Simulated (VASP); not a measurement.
Input of a VASP 6.6.1 run:

Contents of INCAR:

```
ALGO = Normal
EDIFF = 1E-7
ENCUT = 520
GGA = PE
GGA_COMPAT = False
ISIF = 2
ISMEAR = -1
LASPH = True
LCHARG = True
LMAXMIX = 4
LORBIT = 11
LORBMOM = True
LREAL = False
LSORBIT = True
LVHAR = True
LWAVE = False
MAGMOM = 0 0 0
NBANDS = 22
NELM = 150
PREC = Accurate
SIGMA = 0.05
```

KPOINTS

```
k-points
0
Gamma
  14 14 14
```

The input POSCAR:

```
Y
1.0
    0.0000000000      2.5318577058      2.5318577058
    2.5318577058      0.0000000000      2.5318577058
    2.5318577058      2.5318577058      0.0000000000
Y
1
Direct
    0.0000000000      0.0000000000      0.0000000000
```

Potentials or basis: VASP PAW PBE potentials, release 64 (Y_sv).

Launch:

```sh
$ cat potpaw_PBE.64/Y_sv/POTCAR > POTCAR
$ mpirun -np 1 vasp_ncl > vasp.out
```

Task: Estimate the pressure.

Result: -0.1 GPa.

Task: Estimate the net moment.

Result: 0.00 μB per cell.

Moments on the atoms (μB; x, y, z):
```
Y   0.00 0.00 0.00
```
